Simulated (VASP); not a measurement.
## Rh: single point with PBE

The system is Rh.

```xyz
2
Lattice="2.8066 0.0000 0.0000 -1.4033 2.4306 0.0000 0.0000 0.0000 4.7359" Properties=species:S:1:pos:R:3 pbc="T T T"
Rh    1.4033    0.8102    3.5519
Rh    0.0000    1.6204    1.1840
```

This isn't the form of Rh at room conditions, which is fcc.

- Program: VASP 6.6.1
- Task: single point
- Functional: PBE
- Potentials or basis: VASP PAW PBE potentials, release 64 (Rh_pv)
- Cutoff: 520 eV
- k mesh: 18 × 18 × 10
- Occupations: gaussian, width 0.15 eV
- Spin: no spin polarisation
- Dipole correction: no
- Further INCAR settings: ALGO = Fast; EDIFF = 1e-07; NBANDS = 22

```json
{"Pressure": "-23.8 GPa", "Band gap on the k mesh": "zero (bands 15 and 16 overlap by 1.94 eV)"}
```

Stress tensor (GPa, compression positive):
```
-21.64   0.00   0.00
  0.00 -21.64   0.00
  0.00   0.00 -28.11
```

Levels at points of the mesh, in eV from the Fermi level:
```tsv
k point	band 13	band 14	band 15	band 16	band 17	band 18
(0.00, 0.00, 0.00)	-1.98	-1.22	-1.22	0.15	0.15	0.63
(0.50, 0.00, 0.00)	-1.50	0.39	0.49	0.67	2.71	4.54
(0.00, 0.00, 0.50)	-2.35	-2.35	-0.31	-0.31	-0.31	-0.31
(0.50, 0.00, 0.50)	-0.15	-0.15	0.60	0.60	2.56	2.56
```

Wall time 3.8 min on 1 thread of AMD EPYC 7R43 64-Core Processor (Zen 3) (shared host), peak memory 0.21 GiB.

Caveat: the cell stands under tension.
